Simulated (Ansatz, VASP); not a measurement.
**Ir in VASP and in Ansatz**

Contents of INCAR:

```
ALGO = Normal
EDIFF = 1E-6
EDIFFG = -0.005
ENCUT = 600
IBRION = 2
ISIF = 3
ISMEAR = -1
LASPH = True
LCHARG = False
LREAL = False
LWAVE = False
NELM = 60
NSW = 60
PREC = Accurate
SIGMA = 0.08
```

Contents of KPOINTS:

```
k-points
0
Gamma
  19 19 19
```

Contents of POSCAR:

```
Ir
1.0
    0.0000000000      1.9197388244      1.9197388244
    1.9197388244      0.0000000000      1.9197388244
    1.9197388244      1.9197388244      0.0000000000
Ir
1
Direct
    0.0000000000      0.0000000000      0.0000000000
```

Input for Ansatz:

```yaml
crystal:
  lattice:
    - [0.0, 1.9197388244, 1.9197388244]
    - [1.9197388244, 0.0, 1.9197388244]
    - [1.9197388244, 1.9197388244, 0.0]
  atoms:
    - { symbol: Ir, position: [0.0, 0.0, 0.0] }
kpoints:
  mp_grid: { grid: [19, 19, 19] }
scf:
  occupations: { method: fermi_dirac, width: 0.08 }
hamiltonian:
  xc: lda
  pseudopotentials: { kind: paw }
output:
  forces: true
  stress: true
relax:
  f_tol: 0.005
  max_steps: 40
  cell: {}
```

Alike in both runs: task relaxation of cell and atoms; functional LDA; k mesh 19 × 19 × 19; occupations fermi-dirac, width 0.08 eV; no spin polarisation.

|  | VASP | Ansatz |
| --- | --- | --- |
| version | VASP 6.6.1 | Ansatz 0.2.0 |
| potentials or method | VASP PAW LDA potentials, release 64 (Ir) | PAW with Ansatz's default frozen-core files, scalar-relativistic |
| plane-wave cutoff (eV) | 600 | 420 |
| valence electrons in the cell | 9 | 17 |

VASP gave:

```
relaxed volume (Å³/atom)                                     : 13.94
relaxed cell length with the largest relative difference (Å) : 2.701
```

Task: Estimate Ansatz's values.

Result: Relaxed volume (Å³/atom): 13.85; relaxed cell length with the largest relative difference (Å): 2.695.

LDA's correlation is that of Perdew and Zunger in VASP and of Perdew and Wang (1992) in Ansatz. VASP's potentials hold 9 valence electrons a cell and Ansatz's 17, so a difference there can come from the potentials and not from the codes.

Spin-orbit coupling is off throughout.
